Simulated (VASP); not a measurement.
# Nb (Im-3m) in VASP: further runs

The runs below take Nb through relaxation of cell and atoms, with LDA.

Program: VASP 6.6.1. These are calculated values, not measurements. Logs are shortened: lines on timing, memory, paths and dates and some standing lists are left out, and cuts for length are marked.

**1. The cell of the first run**

It takes space group Im-3m (No. 229, cubic). Conventional cell: a = 3.239 Å, b = 3.239 Å, c = 3.239 Å, α = 90.00°, β = 90.00°, γ = 90.00°. Within 3.7 Å of Nb (site symmetry m-3m) lie 14 Nb at 2.81 to 3.24 Å.

**2. Relaxation of cell and atoms, LDA, target pressure 1.1 GPa, at which the enthalpy is minimised**

File INCAR:

```
SYSTEM = Nb
  ALGO = Normal
  EDIFF = 1E-6
  EDIFFG = -0.005
  ENCUT = 600
  GGA = CA
  IBRION = 2
  ISIF = 3
  ISMEAR = -1
  LASPH = .True.
  LCHARG = .False.
  LREAL = .False.
  LWAVE = .False.
  NELM = 100
  NSW = 32
  PREC = Accurate
  PSTRESS = 11.0
  SIGMA = 0.05
```

File KPOINTS:

```
k-points
0
Gamma
  17 17 17
  0 0 0
```

File POSCAR:

```
Nb
1.0
   -1.6197417552      1.6197417552      1.6197417552
    1.6197417552     -1.6197417552      1.6197417552
    1.6197417552      1.6197417552     -1.6197417552
Nb
1
Direct
    0.0000000000      0.0000000000      0.0000000000
```

Potentials or basis: VASP PAW LDA potentials, release 64 (Nb_sv).

The run is started by

```bash
$ cat potpaw_LDA.64/Nb_sv/POTCAR > POTCAR
$ mpirun -np 1 vasp_std > vasp.out
```

OUTCAR:

```text
SYSTEM = Nb
   EDIFF = 1E-6
   EDIFFG = -0.005
   ENCUT = 600
   GGA = CA
   IBRION = 2
   ISIF = 3
   ISMEAR = -1
   LASPH = .True.
   LREAL = .False.
   NELM = 100
   NSW = 32
   PREC = Accurate
   PSTRESS = 11.0

 ion  position               nearest neighbor table
   1  0.000  0.000  0.000-

  LATTYP: Found a body centered cubic cell.
 ALAT       =     3.2394835104

  Lattice vectors:

 A1 = (  -1.6197417552,   1.6197417552,   1.6197417552)
 A2 = (   1.6197417552,  -1.6197417552,   1.6197417552)
 A3 = (   1.6197417552,   1.6197417552,  -1.6197417552)

Analysis of symmetry for initial positions (statically):
=====================================================================
 Subroutine PRICEL returns:
 Original cell was already a primitive cell.

 Routine SETGRP: Setting up the symmetry group for a
 body centered cubic supercell.

 Subroutine GETGRP returns: Found 48 space group operations
 (whereof 48 operations were pure point group operations)
 out of a pool of 48 trial point group operations.

The static configuration has the point symmetry O_h .

Analysis of symmetry for dynamics (positions and initial velocities):
=====================================================================
 Subroutine PRICEL returns:
 Original cell was already a primitive cell.

 Routine SETGRP: Setting up the symmetry group for a
 body centered cubic supercell.

 Subroutine GETGRP returns: Found 48 space group operations
 (whereof 48 operations were pure point group operations)
 out of a pool of 48 trial point group operations.

The dynamic configuration has the point symmetry O_h .

 Subroutine INISYM returns: Found 48 space group operations
 (whereof 48 operations are pure point group operations),
 and found     1 'primitive' translations

----------------------------------------------------------------------------------------

                                     Primitive cell

  volume of cell :      16.9980

  direct lattice vectors                    reciprocal lattice vectors
    -1.619741755  1.619741755  1.619741755     0.000000000  0.308691184  0.308691184
     1.619741755 -1.619741755  1.619741755     0.308691184  0.000000000  0.308691184
     1.619741755  1.619741755 -1.619741755     0.308691184  0.308691184  0.000000000

  length of vectors
     2.805475015  2.805475015  2.805475015     0.436555259  0.436555259  0.436555259

  position of ions in fractional coordinates (direct lattice)
     0.000000000  0.000000000  0.000000000

  ion indices of the primitive-cell ions
   primitive index   ion index
                 1           1

----------------------------------------------------------------------------------------

 KPOINTS: k-points

Automatic generation of k-mesh.
 Grid dimensions read from file:
 generate k-points for:   17   17   17

 Generating k-lattice:

  Cartesian coordinates                     Fractional coordinates (reciprocal lattice)
     0.000000000  0.018158305  0.018158305     0.058823529  0.000000000  0.000000000
     0.018158305  0.000000000  0.018158305     0.000000000  0.058823529  0.000000000
     0.018158305  0.018158305  0.000000000     0.000000000  0.000000000  0.058823529

  Length of vectors
     0.025679721  0.025679721  0.025679721

  Shift w.r.t. Gamma in fractional coordinates (k-lattice)
     0.000000000  0.000000000  0.000000000

 Subroutine IBZKPT returns following result:
 ===========================================

 Found    165 irreducible k-points:

 Following reciprocal coordinates:
            Coordinates               Weight
  0.000000  0.000000  0.000000      1.000000
  0.058824  0.000000  0.000000     12.000000
  0.117647  0.000000  0.000000     12.000000
  0.176471  0.000000  0.000000     12.000000
  0.235294  0.000000  0.000000     12.000000
  0.294118  0.000000  0.000000     12.000000
[... 16 lines left out ...]
  0.411765  0.117647 -0.000000     48.000000
  0.176471  0.176471  0.000000     24.000000
 [... further k-points ...]
   k-points           NKPTS =    165   k-points in BZ     NKDIM =    165   number of bands    NBANDS=     10
   number of dos      NEDOS =    301   number of ions     NIONS =      1
   total plane-waves  NPLWV =  13824
   dimension x,y,z NGX =    24 NGY =   24 NGZ =   24
   dimension x,y,z NGXF=    48 NGYF=   48 NGZF=   48
   ions per type =               1
   NGX,Y,Z   is equivalent  to a cutoff of  14.22, 14.22, 14.22 a.u.
   NGXF,Y,Z  is equivalent  to a cutoff of  28.44, 28.44, 28.44 a.u.
 SYSTEM =  Nb
   PREC   = accura    normal or accurate (medium, high low for compatibility)
   ISTART =      0    job   : 0-new  1-cont  2-samecut
   ICHARG =      2    charge: 1-file 2-atom 10-const
   ISPIN  =      1    spin polarized calculation?
   LNONCOLLINEAR =      F non collinear calculations
   LSORBIT =      F    spin-orbit coupling
   LASPH  =      T    aspherical Exc in radial PAW
   ENCUT  =  600.0 eV  44.10 Ry    6.64 a.u.   5.60  5.60  5.60*2*pi/ulx,y,z
   NELM   =    100;   NELMIN=  2; NELMDL= -5     # of ELM steps
   EDIFF  = 0.1E-05   stopping-criterion for ELM
   LREAL  =      F    real-space projection
   EDIFFG = -.5E-02   stopping-criterion for IOM
   NSW    =     32    number of steps for IOM
   IBRION =      2    ionic relax: 0-MD 1-quasi-New 2-CG
   NFREE  =      1    steps in history (QN), initial steepest desc. (CG)
   ISIF   =      3    stress and relaxation
   ISYM   =      2    0-nonsym 1-usesym 2-fastsym
   POTIM  = 0.5000    time-step for ionic-motion
   TEBEG  =    0.0;   TEEND  =   0.0 temperature during run
   PSTRESS=   11.0 pullay stress
   NELECT =      13.0000    total number of electrons
   NUPDOWN=      -1.0000    fix difference up-down
   EMIN   =  10.00;   EMAX   =-10.00  energy-range for DOS
   EFERMI =   0.00;   METHOD = LEGACY
   ISMEAR =    -1;   SIGMA  =   0.05  broadening in eV -4-tet -1-fermi 0-gaus
   EFERMI_NEDOS =   21; number of points for ismear=-14 and -15
   IALGO  =     38    algorithm
   IMIX   =      4    mixing-type and parameters
     AMIX     =   0.40;   BMIX     =  1.00
     AMIX_MAG =   1.60;   BMIX_MAG =  1.00
  volume/ion in A,a.u.               =      17.00       114.71
  Fermi-wavevector in a.u.,A,eV,Ry     =   1.497121  2.829148 30.495699  2.241371
  Thomas-Fermi vector in A             =   2.609049
   LORBIT       =      0    0 simple, 1 ext, 2 COOP (PROOUT), +10 PAW based schemes
   GGA     = CA    functional components
   LHFCALC =     F    Hartree Fock is set to
   AEXX    =    0.0000 exact exchange contribution
   IVDW    =     0    specifies the selected vdW correction
   LEPSILON=     F    determine dielectric tensor
   LRPA    =     F    only Hartree local field effects (RPA)
 conjugate gradient relaxation of ions
 non-spin polarized calculation
  energy-cutoff  :      600.00
  volume of cell :       17.00
 maximum number of plane-waves:       586
   NGX = 11   NGY = 11   NGZ = 11

--------------------------------------- Ionic step        1  -------------------------------------------

 number of electron      13.0000000 magnetization

 Free energy of the ion-electron system (eV)
  ---------------------------------------------------
  ext. energy  EPLUGINS =         0.00000000
  ---------------------------------------------------
  free energy    TOTEN  =       -11.26318996 eV

  energy without entropy =      -11.25182374  energy(sigma->0) =      -11.25750685

------------------------ aborting loop because EDIFF is reached ----------------------------------------

  FORCE on cell =-STRESS in cart. coord.  units (eV):
  Direction    XX          YY          ZZ          XY          YZ          ZX
  --------------------------------------------------------------------------------------
  -------------------------------------------------------------------------------------
  Total        0.1048154      0.1048154      0.1048154      0.0000000      0.0000000     -0.0000000
  in kB        9.8795770      9.8795770      9.8795770      0.0000000      0.0000000     -0.0000000
  external PRESSURE =      -1.1204230 kB  Pullay stress =      11.0000000 kB
[... 59 lines left out ...]
  enthalpy is  TOTEN    =       -11.1464717338 eV   P V=        0.1165016477

--------------------------------------- Ionic step        3  -------------------------------------------

 number of electron      13.0000000 magnetization

 Free energy of the ion-electron system (eV)
  ---------------------------------------------------
  ext. energy  EPLUGINS =         0.00000000
  ---------------------------------------------------
  free energy    TOTEN  =       -11.26312937 eV

  energy without entropy =      -11.25177487  energy(sigma->0) =      -11.25745212

 E-fermi :  11.8324     XC(G=0): -13.0176

 val. band max:       11.8236335676   @ k =   0.1176   0.0588   0.0000
 cond. band min:      11.8386501007   @ k =  -0.2353   0.3529   0.1176
 fundamental gap:      0.0150165332
 Fermi energy:        11.8324203857

 k-point     1 :       0.0000    0.0000    0.0000
  band No.  band energies     occupation
      1     -42.1704      2.00000
      2     -17.4789      2.00000
      3     -17.4789      2.00000
      4     -17.4789      2.00000
      5       5.8103      2.00000
      6      12.1510      0.00342
      7      12.1510      0.00342
      8      12.1510      0.00342
      9      15.2528      0.00000
     10      15.2528      0.00000
[... 287 lines left out ...]
 k-point    24 :       0.1765    0.1765    0.0000
  band No.  band energies     occupation
      1     -41.9573      2.00000
      2     -18.5417      2.00000
      3     -17.8308      2.00000
      4     -17.5907      2.00000
      5       8.6213      2.00000
      6      10.7448      2.00000
      7      11.0997      2.00000
      8      14.3441      0.00000
      9      15.9103      0.00000
     10      16.2772      0.00000

 [... further k-points ...]
[... 5 lines left out ...]
  --------------------------------------------------------------------------------------
  -------------------------------------------------------------------------------------
  Total        0.1197173      0.1197173      0.1197173      0.0000000      0.0000000      0.0000000
  in kB       11.2902002     11.2902002     11.2902002      0.0000000      0.0000000      0.0000000
  external PRESSURE =       0.2902002 kB  Pullay stress =      11.0000000 kB
[... 16 lines left out ...]
  FREE ENERGIE OF THE ION-ELECTRON SYSTEM (eV)
  ---------------------------------------------------
  free  energy   TOTEN  =       -11.2631293710 eV

  energy  without entropy=      -11.2517748728  energy(sigma->0) =      -11.25745212

  enthalpy is  TOTEN    =       -11.1464892793 eV   P V=        0.1166400917

 reached required accuracy - stopping structural energy minimisation
```

It took 71 s on 1 thread of Intel Xeon 8259CL, shared host; peak memory 0.13 GiB.

Results:

| Item | Value |
| --- | --- |
| Free energy | -11.2631 eV |
| Relaxed volume | 16.99 Å³/atom |
| Relaxed cell | a = 2.805 Å, b = 2.805 Å, c = 2.805 Å, α = 109.47°, β = 109.47°, γ = 109.47° |
| Space group after relaxing (to 0.1 Å) | Im-3m (No. 229) |
| Energy change on relaxing (the run minimises the enthalpy) | +0.1 meV/atom |
| Ionic steps | 3 |
| Pressure after relaxing | 1.1 GPa |
| Band gap on the k mesh | zero (an odd number of electrons rules out a gap without spin polarisation) |

Final structure:
```
CELL_PARAMETERS angstrom
-1.61945 1.61945 1.61945
1.61945 -1.61945 1.61945
1.61945 1.61945 -1.61945
ATOMIC_POSITIONS crystal
Nb 0.00000 0.00000 0.00000
```

Caveat: the cell is relaxed towards a set pressure, so the run minimises the enthalpy, not the energy.

(Continued in part 2 of 2.)
